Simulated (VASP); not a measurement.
Runs of VASP 6.6.1 on PbSe. The structure is that of space group Fm-3m (No. 225), or close to it. The cells are those of the table. 

```csv
cell,gap on the mesh (eV),pressure (GPa)
"a = 4.478, b = 4.478, c = 4.369 Å, angles 60.8, 60.8, 58.4°, 2 atoms",0.47,-2.5
"a = 4.255, b = 4.255, c = 4.186 Å, angles 60.5, 60.5, 58.9°, 2 atoms",-,(b)
"a = 4.256, b = 4.256, c = 4.290 Å, angles 59.7, 59.7, 60.5°, 2 atoms",0.13,2.9
"a = 4.451, b = 4.451, c = 4.416 Å, angles 60.3, 60.3, 59.5°, 2 atoms",(c),-2.8
"a = 4.543, b = 4.543, c = 4.433 Å, angles 60.8, 60.8, 58.4°, 2 atoms",(a),-2.0
```

Alike in all rows: task single point; level PBE+D3(BJ); potentials or basis VASP PAW PBE potentials, release 64 (Pb_d, Se); no spin polarisation; k mesh 10 × 10 × 10; cutoff (eV) 520; smearing gaussian 0.03 eV.

Question: Estimate the missing entries.

Answer: (a) 0.58; (b) 4.7; (c) 0.51.

Caveats: spin-orbit coupling is left out, which moves the levels of the heavy elements; the cell stands under pressure (at least some runs).

A k mesh can miss the band edges, and the runs leave out spin-orbit coupling on Pb, Se.
